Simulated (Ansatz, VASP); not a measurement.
Two plane-wave programs on As

INCAR

```
PREC = Accurate
ENCUT = 400
EDIFF = 1E-6
ISMEAR = 0
SIGMA = 0.02
LREAL = False
LASPH = True
NELM = 120
ALGO = Normal
ISIF = 2
LWAVE = False
LCHARG = True
LDIPOL = True
IDIPOL = 3
DIPOL = 0.5 0.5 0.500
GGA = PE
IVDW = 12
LELF = True
LVHAR = True
LVACPOTAV = True
NBANDS = 22
GGA_COMPAT = False
NELMDL = -8
```

Contents of KPOINTS:

```
Automatic mesh
0
Gamma
  9 9 1
```

The input POSCAR:

```
As
1.0
    3.3480000000      0.0000000000      0.0000000000
   -1.6740000000      2.8994530519      0.0000000000
    0.0000000000      0.0000000000     28.5742413766
As
2
Direct
    0.3333333333      0.6666666667      0.4790370638
    0.6666666667      0.3333333333      0.5209629362
```

Input for Ansatz:

```yaml
crystal:
  lattice:
    - [3.348, 0.0, 0.0]
    - [-1.674, 2.8994530519, 0.0]
    - [0.0, 0.0, 28.5742413766]
  atoms:
    - { symbol: As, position: [0.3333333333, 0.6666666667, 0.4790370638] }
    - { symbol: As, position: [0.6666666667, 0.3333333333, 0.5209629362] }
  periodic: [true, true, false]
basis:
  ecutwfc: 420
kpoints:
  mp_grid: { grid: [9, 9, 1] }
hamiltonian:
  xc: pbe
  dispersion: d3bj
scf:
  occupations: { method: gaussian, width: 0.02 }
output:
  forces: true
  stress: true
  eigenvalues: true
```

Alike in both runs: task single point; functional PBE; dispersion D3(BJ); k mesh 9 × 9 × 1; occupations gaussian, width 0.02 eV; no spin polarisation.

|  | VASP | Ansatz |
| --- | --- | --- |
| version | VASP 6.6.1 | Ansatz 0.2.0 |
| potentials or method | VASP PAW PBE potentials, release 64 (As_d), cutoff 400 eV | scalar-relativistic, plane waves, PAW |
| valence electrons in the cell | 30 | 30 |

|  | VASP | Ansatz | Ansatz less VASP |
| --- | --- | --- | --- |
| gap on the k mesh at the Fermi level (eV) | 1.78 | 1.81 | +0.026 |
| least direct gap on the mesh (eV) | 2.12 | 2.14 | +0.028 |
| rms of the force components (eV/Å) | 2.666 | 2.651 | -0.0150 |

Atom by atom the forces differ by 0.015 eV/Å (rms over components).
